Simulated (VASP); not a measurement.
Here is a VASP 6.6.1 calculation.

INCAR

```
PREC = Accurate
ENCUT = 520
EDIFF = 1E-6
ISMEAR = -1
SIGMA = 0.05
LREAL = F
LASPH = T
NELM = 60
ALGO = Normal
ISIF = 2
LWAVE = F
LCHARG = F
GGA = PS
NBANDS = 17
```

Contents of KPOINTS:

```
regular mesh
0
Gamma
  12 12 12
```

POSCAR

```
TiSi2
1.0
   -1.3794175652      1.6239308757      3.9847601924
    1.3794175652     -1.6239308757      3.9847601924
    1.3794175652      1.6239308757     -3.9847601924
Ti Si
1 2
Direct
    0.0000000000      0.0000000000      0.0000000000
    0.6704531890      0.6704531890      0.0000000000
    0.3295468110      0.3295468110      0.0000000000
```

Potentials or basis: VASP PAW PBE potentials, release 64 (Ti_sv, Si).

Launch:

```sh
$ cat potpaw_PBE.64/Ti_sv/POTCAR potpaw_PBE.64/Si/POTCAR > POTCAR
$ mpirun -np 1 vasp_std > vasp.out
```

Task: Estimate the pressure.

Result: 30.1 GPa.

Task: Estimate the band gap on the k mesh.

Result: Zero (bands 10 and 11 overlap by 2.89 eV).

Task: Predict the largest force.

Result: 0.008 eV/Å.

Stress tensor (GPa, compression positive):
```
30.08  0.00  0.00
 0.00 30.17  0.00
 0.00  0.00 30.09
```

Caveat: the cell stands under pressure; the PAW data sets were made with another functional, which shifts forces and pressure a little.
